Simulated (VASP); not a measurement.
# Mg3Se4 (Cmmm) in VASP: a series of runs

Mg3Se4 is run at these levels: PBE; tasks: single point, relaxation of cell and atoms.

Everything below comes from runs of VASP 6.6.1. Logs are shortened: lines on timing, memory, paths and dates and some standing lists are left out, and cuts for length are marked.

**1. The cell of the first run**

Symmetry: Cmmm, No. 65, orthorhombic system. The conventional cell has a = 9.030 Å, b = 10.893 Å, c = 3.146 Å, α = 90.00°, β = 90.00°, γ = 90.00°. Within 3.6 Å of Mg (site symmetry 2/m) lie 6 Se at 2.72 to 2.75 Å and 2 Mg at 3.15 Å. Within 3.5 Å of Mg (site symmetry mmm) lie 6 Se at 2.69 to 2.76 Å and 2 Mg at 3.15 Å. Within 3.5 Å of Se (site symmetry 2mm) lie 4 Mg at 2.69 to 2.72 Å and 2 Se at 3.15 Å. Se (site symmetry m2m) has 5 Mg at 2.75 to 2.76 Å and 2 Se at 3.15 Å within 3.6 Å.

The cell was built from a structure type or drawn by symmetry, and may not be a known phase.

**2. Single point, PBE**

Contents of INCAR:

```
SYSTEM = Mg3Se4
  PREC = Accurate
  ENCUT = 520
  EDIFF = 1E-6
  ISMEAR = 0
  SIGMA = 0.2
  LREAL = .FALSE.
  LASPH = .TRUE.
  NELM = 100
  ALGO = Normal
  ISIF = 2
  LWAVE = .FALSE.
  LCHARG = .FALSE.
  GGA = PE
  NBANDS = 24
```

Contents of KPOINTS:

```
Automatic mesh
0
G
  3 3 4
  0 0 0
```

Contents of POSCAR:

```
Mg3Se4
1.0
    4.5149115430     -5.4466095411      0.0000000000
    4.5149115430      5.4466095411      0.0000000000
    0.0000000000      0.0000000000      3.1457619887
Mg Se
3 4
Direct
    0.5000000000      0.0000000000      0.5000000000
    0.0000000000      0.5000000000      0.5000000000
    0.0000000000      0.0000000000      0.0000000000
    0.2410168588      0.2410168588      0.5000000000
    0.7589831412      0.7589831412      0.5000000000
    0.7465029067      0.2534970933      0.0000000000
    0.2534970933      0.7465029067      0.0000000000
```

Potentials or basis: VASP PAW PBE potentials, release 64 (Mg, Se).

The run is started by

```console
> cat potpaw_PBE.64/Mg/POTCAR potpaw_PBE.64/Se/POTCAR > POTCAR
> mpirun -np 1 vasp_std > vasp.out
```

OUTCAR:

```text
SYSTEM = Mg3Se4
   PREC = Accurate
   ENCUT = 520
   EDIFF = 1E-6
   ISMEAR = 0
   LREAL = .FALSE.
   LASPH = .TRUE.
   NELM = 100
   ISIF = 2
   GGA = PE

 ion  position               nearest neighbor table
   1  0.500  0.000  0.500-   4 2.72   5 2.72   6 2.75   7 2.75   6 2.75   7 2.75
   2  0.000  0.500  0.500-   4 2.72   5 2.72   6 2.75   7 2.75   6 2.75   7 2.75
   3  0.000  0.000  0.000-   4 2.69   5 2.69   4 2.69   5 2.69   6 2.76   7 2.76
   4  0.241  0.241  0.500-   3 2.69   3 2.69   1 2.72   2 2.72
   5  0.759  0.759  0.500-   3 2.69   3 2.69   1 2.72   2 2.72
   6  0.747  0.253  0.000-   1 2.75   2 2.75   1 2.75   2 2.75   3 2.76
   7  0.253  0.747  0.000-   1 2.75   2 2.75   1 2.75   2 2.75   3 2.76

  LATTYP: Found a base centered orthorhombic cell.
 ALAT       =     9.0298230860
 B/A-ratio  =     1.2063601887
 C/A-ratio  =     0.3483747089

  Lattice vectors:

 A1 = (   4.5149115430,  -5.4466095411,   0.0000000000)
 A2 = (   4.5149115430,   5.4466095411,   0.0000000000)
 A3 = (   0.0000000000,   0.0000000000,   3.1457619887)

Analysis of symmetry for initial positions (statically):
=====================================================================
 Subroutine PRICEL returns:
 Original cell was already a primitive cell.

 Routine SETGRP: Setting up the symmetry group for a
 base centered orthorhombic supercell.

 Subroutine GETGRP returns: Found  8 space group operations
 (whereof  8 operations were pure point group operations)
 out of a pool of  8 trial point group operations.

The static configuration has the point symmetry D_2h.

Analysis of symmetry for dynamics (positions and initial velocities):
=====================================================================
 Subroutine PRICEL returns:
 Original cell was already a primitive cell.

 Routine SETGRP: Setting up the symmetry group for a
 base centered orthorhombic supercell.

 Subroutine GETGRP returns: Found  8 space group operations
 (whereof  8 operations were pure point group operations)
 out of a pool of  8 trial point group operations.

The dynamic configuration has the point symmetry D_2h.

 Subroutine INISYM returns: Found  8 space group operations
 (whereof  8 operations are pure point group operations),
 and found     1 'primitive' translations

----------------------------------------------------------------------------------------

                                     Primitive cell

  volume of cell :     154.7146

  direct lattice vectors                    reciprocal lattice vectors
     4.514911543 -5.446609541  0.000000000     0.110744141 -0.091800228  0.000000000
     4.514911543  5.446609541  0.000000000     0.110744141  0.091800228  0.000000000
     0.000000000  0.000000000  3.145761989     0.000000000  0.000000000  0.317888004

  length of vectors
     7.074601171  7.074601171  3.145761989     0.143845565  0.143845565  0.317888004

  position of ions in fractional coordinates (direct lattice)
     0.500000000  0.000000000  0.500000000
     0.000000000  0.500000000  0.500000000
     0.000000000  0.000000000  0.000000000
     0.241016859  0.241016859  0.500000000
     0.758983141  0.758983141  0.500000000
     0.746502907  0.253497093  0.000000000
     0.253497093  0.746502907  0.000000000

  ion indices of the primitive-cell ions
   primitive index   ion index
                 1           1
                 2           2
                 3           3
                 4           4
                 5           5
                 6           6
                 7           7

----------------------------------------------------------------------------------------

 KPOINTS: Automatic mesh

Automatic generation of k-mesh.
 Grid dimensions read from file:
 generate k-points for:    3    3    4

 Generating k-lattice:

  Cartesian coordinates                     Fractional coordinates (reciprocal lattice)
     0.036914714 -0.030600076  0.000000000     0.333333333  0.000000000  0.000000000
     0.036914714  0.030600076  0.000000000     0.000000000  0.333333333  0.000000000
     0.000000000  0.000000000  0.079472001     0.000000000  0.000000000  0.250000000

  Length of vectors
     0.047948522  0.047948522  0.079472001

  Shift w.r.t. Gamma in fractional coordinates (k-lattice)
     0.000000000  0.000000000  0.000000000

 Subroutine IBZKPT returns following result:
 ===========================================

 Found     12 irreducible k-points:

 Following reciprocal coordinates:
            Coordinates               Weight
  0.000000  0.000000  0.000000      1.000000
  0.333333 -0.000000  0.000000      4.000000
  0.333333  0.333333  0.000000      2.000000
 -0.333333  0.333333  0.000000      2.000000
  0.000000  0.000000  0.250000      2.000000
  0.333333 -0.000000  0.250000      8.000000
  0.333333  0.333333  0.250000      4.000000
 -0.333333  0.333333  0.250000      4.000000
  0.000000  0.000000  0.500000      1.000000
  0.333333 -0.000000  0.500000      4.000000
  0.333333  0.333333  0.500000      2.000000
 -0.333333  0.333333  0.500000      2.000000
   k-points           NKPTS =     12   k-points in BZ     NKDIM =     12   number of bands    NBANDS=     24
   number of dos      NEDOS =    301   number of ions     NIONS =      7
   total plane-waves  NPLWV =  69984
   dimension x,y,z NGX =    54 NGY =   54 NGZ =   24
   dimension x,y,z NGXF=   108 NGYF=  108 NGZF=   48
   ions per type =               3   4
   NGX,Y,Z   is equivalent  to a cutoff of  12.69, 12.69, 12.68 a.u.
   NGXF,Y,Z  is equivalent  to a cutoff of  25.38, 25.38, 25.37 a.u.
 SYSTEM =  Mg3Se4
   PREC   = accura    normal or accurate (medium, high low for compatibility)
   ISTART =      0    job   : 0-new  1-cont  2-samecut
   ICHARG =      2    charge: 1-file 2-atom 10-const
   ISPIN  =      1    spin polarized calculation?
   LNONCOLLINEAR =      F non collinear calculations
   LSORBIT =      F    spin-orbit coupling
   LASPH  =      T    aspherical Exc in radial PAW
   ENCUT  =  520.0 eV  38.22 Ry    6.18 a.u.  13.15 13.15  5.85*2*pi/ulx,y,z
   NELM   =    100;   NELMIN=  2; NELMDL= -5     # of ELM steps
   EDIFF  = 0.1E-05   stopping-criterion for ELM
   LREAL  =      F    real-space projection
[... 7 lines left out ...]
   TEBEG  =    0.0;   TEEND  =   0.0 temperature during run
   PSTRESS=    0.0 pullay stress
   NELECT =      30.0000    total number of electrons
   NUPDOWN=      -1.0000    fix difference up-down
   EMIN   =  10.00;   EMAX   =-10.00  energy-range for DOS
   EFERMI =   0.00;   METHOD = LEGACY
   ISMEAR =     0;   SIGMA  =   0.20  broadening in eV -4-tet -1-fermi 0-gaus
   EFERMI_NEDOS =   21; number of points for ismear=-14 and -15
   IALGO  =     38    algorithm
   IMIX   =      4    mixing-type and parameters
     AMIX     =   0.40;   BMIX     =  1.00
     AMIX_MAG =   1.60;   BMIX_MAG =  1.00
  volume/ion in A,a.u.               =      22.10       149.15
  Fermi-wavevector in a.u.,A,eV,Ry     =   0.947556  1.790621 12.216154  0.897862
  Thomas-Fermi vector in A             =   2.075660
   LORBIT       =      0    0 simple, 1 ext, 2 COOP (PROOUT), +10 PAW based schemes
   GGA     = PE    functional components
   LHFCALC =     F    Hartree Fock is set to
   AEXX    =    0.0000 exact exchange contribution
   IVDW    =     0    specifies the selected vdW correction
   LEPSILON=     F    determine dielectric tensor
   LRPA    =     F    only Hartree local field effects (RPA)
 non-spin polarized calculation
 Gauss-broadening in eV      SIGMA  =   0.20
  energy-cutoff  :      520.00
  volume of cell :      154.71
 maximum number of plane-waves:      4200
 NGX is ok and might be reduce to    54
   NGX = 27   NGY = 27   NGZ = 11

 number of electron      30.0000001 magnetization

 Free energy of the ion-electron system (eV)
  ---------------------------------------------------
  ext. energy  EPLUGINS =         0.00000000
  ---------------------------------------------------
  free energy    TOTEN  =       -24.86569768 eV

  energy without entropy =      -24.86513242  energy(sigma->0) =      -24.86541505

 E-fermi :   2.8726     XC(G=0):  -9.1805

 val. band max:        2.4863530089   @ k =   0.0000   0.0000   0.2500
 cond. band min:       3.1912955846   @ k =   0.0000   0.0000   0.0000
 fundamental gap:      0.7049425756
 Fermi energy:         2.8726379120

 k-point     1 :       0.0000    0.0000    0.0000
  band No.  band energies     occupation
      1     -10.5816      2.00000
      2     -10.0300      2.00000
      3      -9.4859      2.00000
      4      -9.2245      2.00000
      5      -3.1256      2.00000
      6      -1.7139      2.00000
[... 16 lines left out ...]
     23       9.7376      0.00000
     24      10.2049      0.00000

 k-point     2 :       0.3333   -0.0000    0.0000
  band No.  band energies     occupation
      1     -10.4415      2.00000
      2     -10.1290      2.00000
      3      -9.4916      2.00000
      4      -9.3357      2.00000
      5      -2.6268      2.00000
      6      -1.6871      2.00000
[... 16 lines left out ...]
     23       9.7051      0.00000
     24      10.3493      0.00000

 k-point     3 :       0.3333    0.3333    0.0000
  band No.  band energies     occupation
      1     -10.2689      2.00000
      2     -10.1923      2.00000
      3      -9.5950      2.00000
      4      -9.4150      2.00000
      5      -1.8469      2.00000
      6      -1.8041      2.00000
[... 16 lines left out ...]
     23      10.0871      0.00000
     24      10.1010      0.00000
[... 190 lines left out ...]
 k-point    11 :       0.3333    0.3333    0.5000
  band No.  band energies     occupation
      1      -8.8537      2.00000
      2      -8.8177      2.00000
      3      -8.3796      2.00000
      4      -8.3174      2.00000
      5      -2.1525      2.00000
      6      -1.7962      2.00000
[... 16 lines left out ...]
     23       7.9526      0.00000
     24       8.5587      0.00000

 k-point    12 :      -0.3333    0.3333    0.5000
  band No.  band energies     occupation
      1      -8.8891      2.00000
      2      -8.7805      2.00000
      3      -8.3921      2.00000
      4      -8.3042      2.00000
      5      -2.1738      2.00000
      6      -1.7647      2.00000
[... 16 lines left out ...]
     23       7.9244      0.00000
     24       9.0171      0.00000

------------------------ aborting loop because EDIFF is reached ----------------------------------------

  FORCE on cell =-STRESS in cart. coord.  units (eV):
  Direction    XX          YY          ZZ          XY          YZ          ZX
  --------------------------------------------------------------------------------------
  -------------------------------------------------------------------------------------
  Total       -0.1257220      0.1580811      0.0327556      0.0000000      0.0000000      0.0000000
  in kB       -1.3019385      1.6370399      0.3392066      0.0000000      0.0000000      0.0000000
  external PRESSURE =       0.2247693 kB  Pullay stress =       0.0000000 kB

 VOLUME and BASIS-vectors are now :
 -----------------------------------------------------------------------------
  energy-cutoff  :      520.00
  volume of cell :      154.71
      direct lattice vectors                 reciprocal lattice vectors
     4.514911543 -5.446609541  0.000000000     0.110744141 -0.091800228  0.000000000
     4.514911543  5.446609541  0.000000000     0.110744141  0.091800228  0.000000000
     0.000000000  0.000000000  3.145761989     0.000000000  0.000000000  0.317888004

 POSITION                                       TOTAL-FORCE (eV/Angst)
 -----------------------------------------------------------------------------------
      2.25746     -2.72330      1.57288        -0.000000     -0.000000      0.000000
      2.25746      2.72330      1.57288        -0.000000     -0.000000      0.000000
      0.00000      0.00000      0.00000        -0.000000     -0.000000      0.000000
      2.17634      0.00000      1.57288        -0.067670     -0.000000     -0.000000
      6.85348      0.00000      1.57288         0.067670     -0.000000      0.000000
      4.51491     -2.68521      0.00000        -0.000000      0.010726      0.000000
      4.51491      2.68521      0.00000        -0.000000     -0.010726      0.000000
 -----------------------------------------------------------------------------------
    total drift:                               -0.000000     -0.000000     -0.000000

  FREE ENERGIE OF THE ION-ELECTRON SYSTEM (eV)
  ---------------------------------------------------
  free  energy   TOTEN  =       -24.8656976808 eV

  energy  without entropy=      -24.8651324152  energy(sigma->0) =      -24.86541505
```

Wall time 68 s (1 thread of AMD EPYC 7R43 (Zen 3), shared host); peak memory 0.23 GiB.

What came out:

```
Free energy            : -24.8657 eV
Pressure               : 0.0 GPa
Largest force          : 0.068 eV/Å
Band gap on the k mesh : zero (bands 15 and 16 overlap by 2.55 eV)
```

Forces on the atoms (eV/Å):
```
Mg   0.000  0.000  0.000
Mg   0.000  0.000  0.000
Mg   0.000  0.000  0.000
Se  -0.068  0.000  0.000
Se   0.068  0.000  0.000
Se   0.000  0.011  0.000
Se   0.000 -0.011  0.000
```

Caveat: the k points lie up to 0.50 Å⁻¹ apart, too coarse for converged energies and pressures of a metal.

(Part 1 of 2 ends here.)
